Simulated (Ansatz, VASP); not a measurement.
# One calculation of Mn, two programs

```
Mn
1.0
     0.00000    2.40434    2.40434
     2.40434    0.00000    2.40434
     2.40434    2.40434    0.00000
Mn
2
Direct
  0.00000 0.00000 0.00000
  0.50000 0.50000 0.50000
```

Alike in both runs: task single point; functional PBE; k mesh 13 × 13 × 13; occupations fermi-dirac, width 0.05 eV; collinear spin.

|  | VASP | Ansatz |
| --- | --- | --- |
| version | VASP 6.6.1 | Ansatz 0.2.0 |
| potentials or method | VASP PAW PBE potentials, release 64 (Mn_pv), cutoff 520 eV | plane waves (420 eV) with PAW, scalar-relativistic |
| valence electrons in the cell | 26 | 30 |

|  | VASP | Ansatz | Ansatz less VASP |
| --- | --- | --- | --- |
| pressure (GPa) | -2.9 | -3.1 | -0.12 |
| net moment per atom (μB) | 0.00 | 0.00 | 0.000 |
| size of the moment on the site where the two differ most (μB) | 2.51 | 2.40 | -0.118 |

Site moments also hang on the region over which each program counts them. VASP's potentials hold 26 valence electrons a cell and Ansatz's 30, so a difference there can come from the potentials and not from the codes.
